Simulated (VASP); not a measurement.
NiO: single point with r2SCAN

Crystal: NiO.

```
CELL_PARAMETERS angstrom
0.00000 2.08789 2.08789
2.08789 0.00000 2.08789
2.08789 2.08789 0.00000
ATOMIC_POSITIONS crystal
Ni 0.00000 0.00000 0.00000
O 0.50000 0.50000 0.50000
```

| Property | Result |
| --- | --- |
| Program | VASP 6.6.1 |
| Task | single point |
| Functional | r2SCAN |
| Potentials or basis | VASP PAW PBE potentials, release 64 (Ni, O) |
| Cutoff | 520 eV |
| k mesh | 12 × 12 × 12 |
| Occupations | gaussian, width 0.02 eV |
| Spin | collinear spin, ferromagnetic start |
| Starting moments | [1.84, 0.31] μB |

- Pressure: 2.1 GPa
- Band gap on the k mesh: 0.71 eV (least direct gap 1.74 eV)
- Net moment: 2.00 μB per cell
- Site moments: Ni +1.69; O +0.28 μB
- Valence electrons inside the program's atomic spheres: Ni 8.93; O 5.05

Levels at points of the mesh, in eV from the valence-band top:
Spin up:
```
           k point  band 7  band 8  band 9  band 10  band 11  band 12
(0.00, 0.00, 0.00)   -2.81   -2.81   -2.81     2.19    18.82    19.68
(0.50, 0.00, 0.00)   -1.83    0.00    0.00     6.35    10.95    14.89
(0.50, 0.50, 0.00)   -3.12   -2.18   -2.18     6.81    11.65    12.77
```
Spin down:
```tsv
k point	band 5	band 6	band 7	band 8	band 9	band 10
(0.00, 0.00, 0.00)	-2.12	-2.12	-2.12	0.71	0.71	2.75
(0.50, 0.00, 0.00)	-1.27	-1.27	-0.89	3.50	3.50	6.65
(0.50, 0.50, 0.00)	-3.10	-1.21	-1.21	1.18	1.74	7.45
```

Wall time 2.2 min on 1 thread of AMD EPYC 9R45 96-Core Processor (Zen 5), on a shared host, peak memory 0.15 GiB.

Caveat: semilocal functionals underestimate gaps, and a narrow one can read as zero; the PAW data sets were made with another functional, which shifts forces and pressure a little; a cell with one magnetic atom can't hold antiferromagnetic order, which such compounds often take. A k mesh can miss the band edges.
